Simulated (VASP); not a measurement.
**CoSn: relaxation of shape and atoms at fixed volume with PBE**

The system is CoSn.

```
Co Sn
1.0
     5.13269    0.00000    0.00000
    -2.56635    4.44504    0.00000
     0.00000    0.00000    4.09933
Co Sn
3 3
Direct
  0.00000 0.50000 0.00000
  0.50000 0.50000 0.00000
  0.50000 0.00000 0.00000
  0.66667 0.33333 0.50000
  0.33333 0.66667 0.50000
  0.00000 0.00000 0.00000
```

This cell differs from its parent crystal: volume scaled by 0.91.

```yaml
Program: VASP 6.6.1
Task: relaxation of shape and atoms at fixed volume
Functional: PBE
Potentials_or_basis: VASP PAW PBE potentials, release 64 (Co, Sn_d)
Cutoff: 600 eV
k_mesh: 9 × 9 × 8
Occupations: gaussian, width 0.1 eV
Spin: no spin polarisation
Dipole_correction: no
Further_INCAR_settings: ALGO = Fast; EDIFF = 1e-06; IBRION = 2; EDIFFG = -0.01; NSW = 50; ISIF = 4
```

```json
{"Pressure after relaxing": "15.0 GPa"}
```

Final structure:
```
Co Sn
1.0
     5.13269    0.00000    0.00000
    -2.56635    4.44504    0.00000
     0.00000    0.00000    4.09933
Co Sn
3 3
Direct
  0.00000 0.50000 0.00000
  0.50000 0.50000 0.00000
  0.50000 0.00000 0.00000
  0.66667 0.33333 0.50000
  0.33333 0.66667 0.50000
  0.00000 0.00000 0.00000
```

Levels at points of the mesh, in eV from the Fermi level:
| k point | band 30 | band 31 | band 32 | band 33 | band 34 | band 35 | band 36 | band 37 | band 38 | band 39 |
| --- | --- | --- | --- | --- | --- | --- | --- | --- | --- | --- |
| (0.00, 0.00, 0.00) | -0.49 | -0.46 | -0.46 | -0.43 | -0.43 | 0.61 | 0.83 | 1.56 | 1.56 | 3.18 |
| (0.00, 0.00, 0.50) | -1.00 | -1.00 | -0.56 | -0.53 | -0.53 | -0.41 | -0.41 | -0.18 | 0.61 | 1.70 |

Wall time 7.9 min on 1 thread of Oxide Virtual Turin-like Processor, with other jobs on the host, peak memory 0.36 GiB.

Caveat: the relaxation stopped at its first step, so nothing moved; spin-orbit coupling is left out, which moves the levels of the heavy elements. Spin polarisation is off, so any magnetic state and its effect on volume and gap are missing.
